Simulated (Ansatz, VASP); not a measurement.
Two plane-wave programs on W

Contents of INCAR:

```
ALGO     = Fast           # electronic algorithm
EDIFF    = 1E-7           # SCF threshold, eV
ENCUT    = 520            # plane-wave cutoff, eV
GGA      = PS             # functional
ISIF     = 2              # what is computed and relaxed
ISMEAR   = 0              # smearing method
LASPH    = True           # aspherical terms in the spheres
LCHARG   = True           # write CHGCAR
LELF     = True           # ELF
LREAL    = False          # projectors in reciprocal space
LVHAR    = True         
LWAVE    = False          # write WAVECAR
NBANDS   = 13             # bands
NELM     = 100            # most SCF steps
PREC     = Accurate       # precision mode
SIGMA    = 0.15           # smearing width, eV
```

Contents of KPOINTS:

```
k-points
0
Gamma
  20 20 20
```

File POSCAR:

```
W
1.0
    0.0000000000      2.1924000000      2.0300000000
    2.1924000000      0.0000000000      2.0300000000
    2.1924000000      2.1924000000      0.0000000000
W
1
Direct
    0.0000000000      0.0000000000      0.0000000000
```

Input for Ansatz:

```yaml
crystal:
  lattice:
    - [0.0, 2.1924, 2.03]
    - [2.1924, 0.0, 2.03]
    - [2.1924, 2.1924, 0.0]
  atoms:
    - { symbol: W, position: [0.0, 0.0, 0.0] }
basis:
  ecutwfc: 420
kpoints:
  mp_grid: { grid: [20, 20, 20] }
hamiltonian:
  xc: pbesol
scf:
  occupations: { method: gaussian, width: 0.15 }
output:
  forces: true
  stress: true
  eigenvalues: true
```

Change from the starting cell: strain +0.080 along x and y, +0.000 along z, atoms carried along.

Alike in both runs: task single point; functional PBEsol; k mesh 20 × 20 × 20; occupations gaussian, width 0.15 eV; no spin polarisation.

```csv
,VASP,Ansatz
version,VASP 6.6.1,Ansatz 0.2.0
potentials or method,"VASP PAW PBE potentials, release 64 (W_sv), cutoff 520 eV","scalar-relativistic, plane waves, PAW"
valence electrons in the cell,14,14
```

|  | VASP | Ansatz | Ansatz less VASP |
| --- | --- | --- | --- |
| gap on the k mesh at the Fermi level (eV) | none | none | - |
| pressure (GPa) | -40.2 | -40.3 | -0.08 |
| traceless stress, the component that is largest in VASP (GPa) | -9.92 | -9.90 | +0.027 |

VASP's potentials were made for PBE, not for PBEsol. A gap of «none» marks a metal or a gap that the smearing closes. Both programs put the cell under strong tension, so it lies far from rest at this level.

Spin-orbit coupling is off throughout. Noted on VASP's run: the cell as given lies far from equilibrium.
